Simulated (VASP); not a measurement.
# B4C3 (P6_3/m) in VASP: further runs

B4C3 is run at these levels: PBE; tasks: single point.

Everything below comes from runs of VASP 6.6.1. Logs are shortened: lines on timing, memory, paths and dates and some standing lists are left out, and cuts for length are marked.

### 1 The cell of the first run

It takes space group P6_3/m (No. 176, hexagonal). Conventional cell: a = 6.827 Å, b = 6.827 Å, c = 2.733 Å, α = 90.00°, β = 90.00°, γ = 120.00°. B (site symmetry m) has 3 C at 1.58 to 1.60 Å within 2.1 Å. B (site symmetry -6) has 3 C at 1.61 Å within 2.1 Å. C (site symmetry m) has 4 B at 1.58 to 1.61 Å within 2.1 Å.

### 2 Single point, PBE

INCAR

```
PREC     = Accurate       # precision mode
ENCUT    = 520            # plane-wave cutoff, eV
EDIFF    = 1E-6           # SCF threshold, eV
ISMEAR   = 0              # smearing method
SIGMA    = 0.02           # smearing width, eV
LREAL    = F              # projectors in reciprocal space
LASPH    = T              # aspherical terms in the spheres
NELM     = 60             # most SCF steps
ALGO     = Normal         # electronic algorithm
ISIF     = 2              # what is computed and relaxed
LWAVE    = F              # write WAVECAR
LCHARG   = F              # write CHGCAR
GGA      = PE             # functional
NBANDS   = 37             # bands
```

KPOINTS

```
Automatic mesh
0
Gamma
  6 6 10
```

POSCAR

```
B4C3
1.0
    6.8274352052      0.0000000000      0.0000000000
   -3.4137176026      5.9127323304      0.0000000000
    0.0000000000      0.0000000000      2.7333195221
B C
8 6
Direct
    0.9821957396      0.3070944260      0.2500000000
    0.6929055740      0.6751013136      0.2500000000
    0.3248986864      0.0178042604      0.2500000000
    0.6666666667      0.3333333333      0.7500000000
    0.6751013136      0.9821957396      0.7500000000
    0.0178042604      0.6929055740      0.7500000000
    0.3070944260      0.3248986864      0.7500000000
    0.3333333333      0.6666666667      0.2500000000
    0.8486651533      0.2495250860      0.7500000000
    0.7504749140      0.5991400673      0.7500000000
    0.4008599327      0.1513348467      0.7500000000
    0.5991400673      0.8486651533      0.2500000000
    0.1513348467      0.7504749140      0.2500000000
    0.2495250860      0.4008599327      0.2500000000
```

Potentials or basis: VASP PAW PBE potentials, release 64 (B, C).

Launch:

```bash
$ cat potpaw_PBE.64/B/POTCAR potpaw_PBE.64/C/POTCAR > POTCAR
$ mpirun -np 1 vasp_std > vasp.out
```

OUTCAR:

```text
PREC = Accurate
   ENCUT = 520
   EDIFF = 1E-6
   ISMEAR = 0
   LREAL = F
   LASPH = T
   NELM = 60
   ISIF = 2
   GGA = PE

 ion  position               nearest neighbor table
   1  0.982  0.307  0.250-   9 1.58   9 1.58  14 1.60
   2  0.693  0.675  0.250-  10 1.58  10 1.58  12 1.60
   3  0.325  0.018  0.250-  11 1.58  11 1.58  13 1.60
   4  0.667  0.333  0.750-   9 1.61  11 1.61  10 1.61
   5  0.675  0.982  0.750-  12 1.58  12 1.58   9 1.60
   6  0.018  0.693  0.750-  13 1.58  13 1.58  10 1.60
   7  0.307  0.325  0.750-  14 1.58  14 1.58  11 1.60
   8  0.333  0.667  0.250-  13 1.61  12 1.61  14 1.61
   9  0.849  0.250  0.750-   1 1.58   1 1.58   5 1.60   4 1.61
  10  0.750  0.599  0.750-   2 1.58   2 1.58   6 1.60   4 1.61
  11  0.401  0.151  0.750-   3 1.58   3 1.58   7 1.60   4 1.61
  12  0.599  0.849  0.250-   5 1.58   5 1.58   2 1.60   8 1.61
  13  0.151  0.750  0.250-   6 1.58   6 1.58   3 1.60   8 1.61
  14  0.250  0.401  0.250-   7 1.58   7 1.58   1 1.60   8 1.61

  LATTYP: Found a hexagonal cell.
 ALAT       =     6.8274352052
 C/A-ratio  =     0.4003435316

  Lattice vectors:

 A1 = (   6.8274352052,   0.0000000000,   0.0000000000)
 A2 = (  -3.4137176026,   5.9127323304,   0.0000000000)
 A3 = (   0.0000000000,   0.0000000000,   2.7333195221)

Analysis of symmetry for initial positions (statically):
=====================================================================
 Subroutine PRICEL returns:
 Original cell was already a primitive cell.

 Routine SETGRP: Setting up the symmetry group for a
 hexagonal supercell.

 Subroutine GETGRP returns: Found 12 space group operations
 (whereof  6 operations were pure point group operations)
 out of a pool of 24 trial point group operations.

The static configuration has the point symmetry S_6 .
 The point group associated with its full space group is C_6h.

Analysis of symmetry for dynamics (positions and initial velocities):
=====================================================================
 Subroutine PRICEL returns:
 Original cell was already a primitive cell.

 Routine SETGRP: Setting up the symmetry group for a
 hexagonal supercell.

 Subroutine GETGRP returns: Found 12 space group operations
 (whereof  6 operations were pure point group operations)
 out of a pool of 24 trial point group operations.

The dynamic configuration has the point symmetry S_6 .
 The point group associated with its full space group is C_6h.

 Subroutine INISYM returns: Found 12 space group operations
 (whereof  6 operations are pure point group operations),
 and found     1 'primitive' translations

----------------------------------------------------------------------------------------

                                     Primitive cell

  volume of cell :     110.3408

  direct lattice vectors                    reciprocal lattice vectors
     6.827435205  0.000000000  0.000000000     0.146467886  0.084563273  0.000000000
    -3.413717603  5.912732330  0.000000000     0.000000000  0.169126547  0.000000000
     0.000000000  0.000000000  2.733319522     0.000000000  0.000000000  0.365855507

  length of vectors
     6.827435205  6.827435205  2.733319522     0.169126547  0.169126547  0.365855507

  position of ions in fractional coordinates (direct lattice)
     0.982195740  0.307094426  0.250000000
     0.692905574  0.675101314  0.250000000
     0.324898686  0.017804260  0.250000000
     0.666666667  0.333333333  0.750000000
     0.675101314  0.982195740  0.750000000
     0.017804260  0.692905574  0.750000000
     0.307094426  0.324898686  0.750000000
     0.333333333  0.666666667  0.250000000
     0.848665153  0.249525086  0.750000000
     0.750474914  0.599140067  0.750000000
     0.400859933  0.151334847  0.750000000
     0.599140067  0.848665153  0.250000000
     0.151334847  0.750474914  0.250000000
     0.249525086  0.400859933  0.250000000

  ion indices of the primitive-cell ions
   primitive index   ion index
                 1           1
                 2           2
                 3           3
                 4           4
                 5           5
                 6           6
                 7           7
                 8           8
                 9           9
                10          10
                11          11
                12          12
                13          13
                14          14

----------------------------------------------------------------------------------------

 KPOINTS: Automatic mesh

Automatic generation of k-mesh.
 Grid dimensions read from file:
 generate k-points for:    6    6   10

 Generating k-lattice:

  Cartesian coordinates                     Fractional coordinates (reciprocal lattice)
     0.024411314  0.014093879  0.000000000     0.166666667 -0.000000000  0.000000000
     0.000000000  0.028187758  0.000000000     0.000000000  0.166666667  0.000000000
     0.000000000  0.000000000  0.036585551     0.000000000  0.000000000  0.100000000

  Length of vectors
     0.028187758  0.028187758  0.036585551

  Shift w.r.t. Gamma in fractional coordinates (k-lattice)
     0.000000000  0.000000000  0.000000000

 Subroutine IBZKPT returns following result:
 ===========================================

 Found     48 irreducible k-points:

 Following reciprocal coordinates:
            Coordinates               Weight
  0.000000  0.000000  0.000000      1.000000
  0.166667  0.000000  0.000000      6.000000
  0.333333  0.000000  0.000000      6.000000
  0.500000  0.000000  0.000000      3.000000
  0.166667  0.166667  0.000000      6.000000
  0.333333  0.166667  0.000000      6.000000
[... 16 lines left out ...]
 -0.333333  0.500000 -0.200000     12.000000
  0.333333  0.333333  0.200000      4.000000
 [... further k-points ...]
   k-points           NKPTS =     48   k-points in BZ     NKDIM =     48   number of bands    NBANDS=     37
   number of dos      NEDOS =    301   number of ions     NIONS =     14
   total plane-waves  NPLWV =  58320
   dimension x,y,z NGX =    54 NGY =   54 NGZ =   20
   dimension x,y,z NGXF=   108 NGYF=  108 NGZF=   40
   ions per type =               8   6
   NGX,Y,Z   is equivalent  to a cutoff of  13.15, 13.15, 12.16 a.u.
   NGXF,Y,Z  is equivalent  to a cutoff of  26.30, 26.30, 24.33 a.u.
 SYSTEM =  unknown system
   PREC   = accura    normal or accurate (medium, high low for compatibility)
   ISTART =      0    job   : 0-new  1-cont  2-samecut
   ICHARG =      2    charge: 1-file 2-atom 10-const
   ISPIN  =      1    spin polarized calculation?
   LNONCOLLINEAR =      F non collinear calculations
   LSORBIT =      F    spin-orbit coupling
   LASPH  =      T    aspherical Exc in radial PAW
   ENCUT  =  520.0 eV  38.22 Ry    6.18 a.u.  12.69 12.69  5.08*2*pi/ulx,y,z
   NELM   =     60;   NELMIN=  2; NELMDL= -5     # of ELM steps
   EDIFF  = 0.1E-05   stopping-criterion for ELM
   LREAL  =      F    real-space projection
   EDIFFG = 0.1E-04   stopping-criterion for IOM
   NSW    =      0    number of steps for IOM
   IBRION =     -1    ionic relax: 0-MD 1-quasi-New 2-CG
   NFREE  =      0    steps in history (QN), initial steepest desc. (CG)
   ISIF   =      2    stress and relaxation
   ISYM   =      2    0-nonsym 1-usesym 2-fastsym
   POTIM  = 0.5000    time-step for ionic-motion
   TEBEG  =    0.0;   TEEND  =   0.0 temperature during run
   PSTRESS=    0.0 pullay stress
   NELECT =      48.0000    total number of electrons
   NUPDOWN=      -1.0000    fix difference up-down
   EMIN   =  10.00;   EMAX   =-10.00  energy-range for DOS
   EFERMI =   0.00;   METHOD = LEGACY
   ISMEAR =     0;   SIGMA  =   0.02  broadening in eV -4-tet -1-fermi 0-gaus
   EFERMI_NEDOS =   21; number of points for ismear=-14 and -15
   IALGO  =     38    algorithm
   IMIX   =      4    mixing-type and parameters
     AMIX     =   0.40;   BMIX     =  1.00
     AMIX_MAG =   1.60;   BMIX_MAG =  1.00
  volume/ion in A,a.u.               =       7.88        53.19
  Fermi-wavevector in a.u.,A,eV,Ry     =   1.240442  2.344096 20.935239  1.538697
  Thomas-Fermi vector in A             =   2.374883
   LORBIT       =      0    0 simple, 1 ext, 2 COOP (PROOUT), +10 PAW based schemes
   GGA     = PE    functional components
   LHFCALC =     F    Hartree Fock is set to
   AEXX    =    0.0000 exact exchange contribution
   IVDW    =     0    specifies the selected vdW correction
   LEPSILON=     F    determine dielectric tensor
   LRPA    =     F    only Hartree local field effects (RPA)
 non-spin polarized calculation
 Gauss-broadening in eV      SIGMA  =   0.02
  energy-cutoff  :      520.00
  volume of cell :      110.34
 maximum number of plane-waves:      2996
 NGX is ok and might be reduce to    54
   NGX = 25   NGY = 25   NGZ = 11

 number of electron      48.0000004 magnetization

 Free energy of the ion-electron system (eV)
  ---------------------------------------------------
  ext. energy  EPLUGINS =         0.00000000
  ---------------------------------------------------
  free energy    TOTEN  =      -107.16619996 eV

  energy without entropy =     -107.16619996  energy(sigma->0) =     -107.16619996

 E-fermi :   5.0855     XC(G=0): -11.1140

 val. band max:        4.9395206230   @ k =   0.3333   0.3333   0.0000
 cond. band min:       5.6284508976   @ k =   0.0000   0.0000   0.4000
 fundamental gap:      0.6889302747
 Fermi energy:         5.0855225048

 k-point     1 :       0.0000    0.0000    0.0000
  band No.  band energies     occupation
      1     -10.9414      2.00000
      2      -8.5956      2.00000
      3      -8.5956      2.00000
      4      -8.2665      2.00000
      5      -8.0112      2.00000
      6      -8.0112      2.00000
[... 28 lines left out ...]
     35      13.6034      0.00000
     36      13.6265      0.00000
[... 866 lines left out ...]
      6      -5.8760      2.00000
[... 28 lines left out ...]
     35      14.7102      0.00000
     36      14.7102      0.00000

 [... further k-points ...]

 [bands above 36 left out]

------------------------ aborting loop because EDIFF is reached ----------------------------------------

  FORCE on cell =-STRESS in cart. coord.  units (eV):
  Direction    XX          YY          ZZ          XY          YZ          ZX
  --------------------------------------------------------------------------------------
  -------------------------------------------------------------------------------------
  Total        0.1099146      0.1099146      0.1631470      0.0000205      0.0000000      0.0000000
  in kB        1.5959890      1.5959890      2.3689373      0.0002973      0.0000000      0.0000000
  external PRESSURE =       1.8536384 kB  Pullay stress =       0.0000000 kB

 VOLUME and BASIS-vectors are now :
 -----------------------------------------------------------------------------
  energy-cutoff  :      520.00
  volume of cell :      110.34
      direct lattice vectors                 reciprocal lattice vectors
     6.827435205  0.000000000  0.000000000     0.146467886  0.084563273  0.000000000
    -3.413717603  5.912732330  0.000000000     0.000000000  0.169126547  0.000000000
     0.000000000  0.000000000  2.733319522     0.000000000  0.000000000  0.365855507

 POSITION                                       TOTAL-FORCE (eV/Angst)
 -----------------------------------------------------------------------------------
      5.65754      1.81577      0.68333         0.003600      0.003348      0.000000
      2.42616      3.99169      0.68333        -0.004700      0.001443      0.000000
      2.15745      0.10527      0.68333         0.001100     -0.004792     -0.000000
      3.41372      1.97091      2.04999         0.000000     -0.000000      0.000000
      1.25627      5.80746      2.04999        -0.001100      0.004792      0.000000
     -2.24383      4.09697      2.04999        -0.003600     -0.003348     -0.000000
      0.98755      1.92104      2.04999         0.004700     -0.001443      0.000000
     -0.00000      3.94182      0.68333         0.000000     -0.000000      0.000000
      4.94240      1.47538      2.04999         0.003306      0.001591     -0.000000
      3.07852      3.54255      2.04999        -0.003031      0.002068     -0.000000
      2.22023      0.89480      2.04999        -0.000275     -0.003659      0.000000
      1.19349      5.01793      0.68333         0.000275      0.003659      0.000000
     -1.52868      4.43736      0.68333        -0.003306     -0.001591     -0.000000
      0.33519      2.37018      0.68333         0.003031     -0.002068     -0.000000
 -----------------------------------------------------------------------------------
    total drift:                                0.000000     -0.000000      0.000000

  FREE ENERGIE OF THE ION-ELECTRON SYSTEM (eV)
  ---------------------------------------------------
  free  energy   TOTEN  =      -107.1661999554 eV

  energy  without entropy=     -107.1661999554  energy(sigma->0) =     -107.16619996
```

Wall time 4.4 min (1 thread of Intel Xeon 8259CL, shared host); peak memory 0.31 GiB.

What came out:

```yaml
Free_energy: -107.1662 eV
Pressure: 0.2 GPa
Largest_force: 0.005 eV/Å
Band_gap_on_the_k_mesh: 0.69 eV (least direct gap 2.24 eV)
```

Forces on the atoms (eV/Å):
```
B    0.004  0.003  0.000
B   -0.005  0.001  0.000
B    0.001 -0.005  0.000
B    0.000  0.000  0.000
B   -0.001  0.005  0.000
B   -0.004 -0.003  0.000
B    0.005 -0.001  0.000
B    0.000  0.000  0.000
C    0.003  0.002  0.000
C   -0.003  0.002  0.000
C    0.000 -0.004  0.000
C    0.000  0.004  0.000
C   -0.003 -0.002  0.000
C    0.003 -0.002  0.000
```

Stress tensor (GPa, compression positive):
```
0.16 0.00 0.00
0.00 0.16 0.00
0.00 0.00 0.24
```

A k mesh can miss the band edges.

### 3 Single point, PBE (8.12 Å³/atom)

This run uses another cell than the first one, of 8.12 Å³/atom.

INCAR

```
SYSTEM = B4C3
ALGO = Normal ; EDIFF = 1E-6
ENCUT = 520 ; GGA = PE
ISIF = 2 ; ISMEAR = 0
LASPH = .TRUE. ; LCHARG = .TRUE.
LELF = .TRUE. ; LREAL = .FALSE.
LVHAR = .TRUE. ; LWAVE = .FALSE.
NBANDS = 37 ; NELM = 80
PREC = Accurate ; SIGMA = 0.02
```

KPOINTS

```
k-points
0
G
  6 6 10
  0 0 0
```

POSCAR

```
B4C3
1.0
    6.9059620222      0.0000000000      0.0000000000
   -3.4529810111      5.9807385488      0.0000000000
    0.0000000000      0.0000000000      2.7516578474
B C
8 6
Direct
    0.9779826802      0.3038925437      0.2500000000
    0.6961074563      0.6740901366      0.2500000000
    0.3259098634      0.0220173198      0.2500000000
    0.6666666667      0.3333333333      0.7500000000
    0.6740901366      0.9779826802      0.7500000000
    0.0220173198      0.6961074563      0.7500000000
    0.3038925437      0.3259098634      0.7500000000
    0.3333333333      0.6666666667      0.2500000000
    0.8444159008      0.2452513225      0.7500000000
    0.7547486775      0.5991645783      0.7500000000
    0.4008354217      0.1555840992      0.7500000000
    0.5991645783      0.8444159008      0.2500000000
    0.1555840992      0.7547486775      0.2500000000
    0.2452513225      0.4008354217      0.2500000000
```

Potentials or basis: VASP PAW PBE potentials, release 64 (B, C).

Launch:

```bash
$ cat potpaw_PBE.64/B/POTCAR potpaw_PBE.64/C/POTCAR > POTCAR
$ mpirun -np 1 vasp_std > vasp.out
```

Wall time 4.6 min (1 thread of Intel Xeon 8259CL, shared host); peak memory 0.31 GiB.

Results (log left out):

| Item | Value |
| --- | --- |
| Free energy | -107.1123 eV |
| Pressure | -5.4 GPa |
| Largest force | 0.008 eV/Å |
| Band gap on the k mesh | 0.61 eV (least direct gap 2.21 eV) |

Forces in eV/Å, atoms in the order of the input:
```
B    0.007 -0.005  0.000
B    0.001  0.008  0.000
B   -0.007 -0.004  0.000
B    0.000  0.000  0.000
B    0.007  0.004  0.000
B   -0.007  0.005  0.000
B   -0.001 -0.008  0.000
B    0.000  0.000  0.000
C    0.002  0.005  0.000
C   -0.006 -0.001  0.000
C    0.003 -0.005  0.000
C   -0.003  0.005  0.000
C   -0.002 -0.005  0.000
C    0.006  0.001  0.000
```

Levels at points of the mesh, in eV from the valence-band top:
```tsv
k point	band 20	band 21	band 22	band 23	band 24	band 25	band 26	band 27	band 28	band 29
(0.00, 0.00, 0.00)	-1.30	-1.30	-1.04	-1.04	-0.65	2.10	5.21	5.21	5.26	5.26
(0.50, 0.00, 0.00)	-1.37	-1.10	-0.79	-0.30	-0.10	2.73	3.09	4.31	4.69	5.07
(0.00, 0.00, 0.50)	-3.27	-2.20	-2.20	-2.20	-2.20	0.88	0.88	2.97	2.97	2.97
(0.50, 0.00, 0.50)	-2.73	-2.31	-2.31	-1.93	-1.93	0.89	0.89	2.79	2.79	3.30
```

Caveat: the cell stands under tension. A k mesh can miss the band edges.
